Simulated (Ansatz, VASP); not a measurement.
# Two plane-wave programs on IrSe

POSCAR

```
IrSe
1.0
    0.0000000000      2.5759288615      2.5759288615
    2.5759288615      0.0000000000      2.5759288615
    2.5759288615      2.5759288615      0.0000000000
Ir Se
1 1
Direct
    0.5155283791      0.4844716209      0.5155283791
    0.0000000000      0.0000000000      0.0000000000
```

The input INCAR.step1:

```
SYSTEM = IrSe
  PREC = Accurate
  ENCUT = 520
  ISMEAR = 0
  SIGMA = 0.05
  LREAL = .FALSE.
  LASPH = .TRUE.
  NELM = 60
  NBANDS = 14
  GGA = PE
  ALGO = Normal
  EDIFF = 1E-4
  LWAVE = .TRUE.
  LCHARG = .FALSE.
```

Contents of INCAR.step2:

```
SYSTEM = IrSe
  PREC = Accurate
  ENCUT = 520
  EDIFF = 1E-6
  ISMEAR = 0
  SIGMA = 0.05
  LREAL = .FALSE.
  LASPH = .TRUE.
  NELM = 60
  ALGO = Normal
  ISIF = 2
  LWAVE = .FALSE.
  LCHARG = .FALSE.
  METAGGA = R2SCAN
  LMIXTAU = .TRUE.
  NBANDS = 14
  ISTART = 1
```

Contents of KPOINTS:

```
Automatic mesh
0
G
  12 12 12
  0 0 0
```

Input for Ansatz:

```yaml
crystal:
  lattice:
    - [0.0, 2.5759288615, 2.5759288615]
    - [2.5759288615, 0.0, 2.5759288615]
    - [2.5759288615, 2.5759288615, 0.0]
  atoms:
    - { symbol: Ir, position: [0.5155283791, 0.4844716209, 0.5155283791] }
    - { symbol: Se, position: [0.0, 0.0, 0.0] }
basis:
  ecutwfc: 500
  ecutrho_ratio: 4
kpoints:
  mp_grid: { grid: [12, 12, 12] }
hamiltonian:
  xc: r2scan
scf:
  occupations: { method: gaussian, width: 0.05 }
output:
  forces: true
  stress: true
  eigenvalues: true
  write_density: true
  write_potential: true
  elf: true
  volumetric_format: npy
```

Alike in both runs: task single point; functional r2SCAN; k mesh 12 × 12 × 12; occupations gaussian, width 0.05 eV; no spin polarisation.

```csv
,VASP,Ansatz
version,VASP 6.6.1,Ansatz 0.2.0
potentials or method,"VASP PAW PBE potentials, release 64 (Ir, Se), cutoff 520 eV","scalar-relativistic, plane waves, PAW"
valence electrons in the cell,15,33
```

|  | VASP | Ansatz | Ansatz less VASP |
| --- | --- | --- | --- |
| gap on the k mesh at the Fermi level (eV) | none | none | - |
| pressure (GPa) | 1.1 | 0.4 | -0.73 |
| traceless stress, the component that is largest in VASP (GPa) | 1.19 | 1.14 | -0.046 |
| rms of the force components (eV/Å) | 0.039 | 0.033 | -0.0065 |

VASP's potentials were made for PBE, not for r2SCAN. Atom by atom the forces differ by 0.007 eV/Å (rms over components). A gap of «none» marks a metal or a gap that the smearing closes. VASP's potentials hold 15 valence electrons a cell and Ansatz's 33, so a difference there can come from the potentials and not from the codes.

Neither program's run includes spin-orbit coupling.
